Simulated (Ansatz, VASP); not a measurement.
Ag: VASP beside Ansatz

```
CELL_PARAMETERS angstrom
0.00000 2.84497 2.84497
2.84497 0.00000 2.84497
2.84497 2.84497 0.00000
ATOMIC_POSITIONS crystal
Ag 0.12500 0.12500 0.12500
Ag 0.87500 0.87500 0.87500
```

Alike in both runs: task relaxation of cell and atoms; functional PBEsol; k mesh 10 × 10 × 10; occupations fermi-dirac, width 0.1 eV; no spin polarisation.

|  | VASP | Ansatz |
| --- | --- | --- |
| version | VASP 6.6.1 | Ansatz 0.2.0 |
| potentials or method | VASP PAW PBE potentials, release 64 (Ag), cutoff 600 eV | plane waves (420 eV) with PAW, scalar-relativistic |
| valence electrons in the cell | 22 | 38 |

|  | VASP | Ansatz | Ansatz less VASP |
| --- | --- | --- | --- |
| relaxed volume (Å³/atom) | 27.41 | 27.49 | +0.085 |
| relaxed cell length with the largest relative difference (Å) | 4.264 | 4.268 | +0.0044 |

VASP's potentials were made for PBE, not for PBEsol, and Ansatz warns of the same on its side. VASP's potentials hold 22 valence electrons a cell and Ansatz's 38, so a difference there can come from the potentials and not from the codes.

Noted on VASP's run: the volume moved by over 15 % at a fixed basis, so the end points are rough.
